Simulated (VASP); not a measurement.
Wanted: the native input for a VASP 6.6.1 run.

```yaml
Task: single point
Functional: PBE
Potentials_or_basis: VASP PAW PBE potentials, release 64 (Hf_pv)
Cutoff: 500 eV
k_mesh: 10 × 10 × 10
Occupations: gaussian, width 0.02 eV
Spin: no spin polarisation
Dipole_correction: no
Further_INCAR_settings: ALGO = Normal; EDIFF = 1e-06; NBANDS = 11
```

The structure of Hf lies in POSCAR:

```
Hf
1.0
   -1.8050000000      1.8050000000      1.8050000000
    1.8050000000     -1.8050000000      1.8050000000
    1.8050000000      1.8050000000     -1.8050000000
Hf
1
Direct
    0.0000000000      0.0000000000      0.0000000000
```

The input as run:

INCAR

```
SYSTEM = Hf
ALGO = Normal
EDIFF = 1E-6
ENCUT = 500
GGA = PE
GGA_COMPAT = .False.
ISIF = 2
ISMEAR = 0
LASPH = .True.
LCHARG = .False.
LREAL = .False.
LWAVE = .False.
NBANDS = 11
NELM = 120
PREC = Accurate
SIGMA = 0.02
```

KPOINTS

```
k-points
0
Gamma
  10 10 10
  0 0 0
```

Potentials or basis: VASP PAW PBE potentials, release 64 (Hf_pv).

The run is started by

```bash
$ cat potpaw_PBE.64/Hf_pv/POTCAR > POTCAR
$ mpirun -np 1 vasp_std > vasp.out
```

It gave:

```
Pressure               : -5.4 GPa
Band gap on the k mesh : zero (band 5 reaches 5.73 eV, above the bottom of band 6 at 3.54 eV)
```

Caveat: spin-orbit coupling is left out, which moves the levels of the heavy elements.

Run time: 10 s on 1 thread of AMD EPYC 7R43 64-Core Processor (Zen 3), on a shared host, peak memory 0.11 GiB.
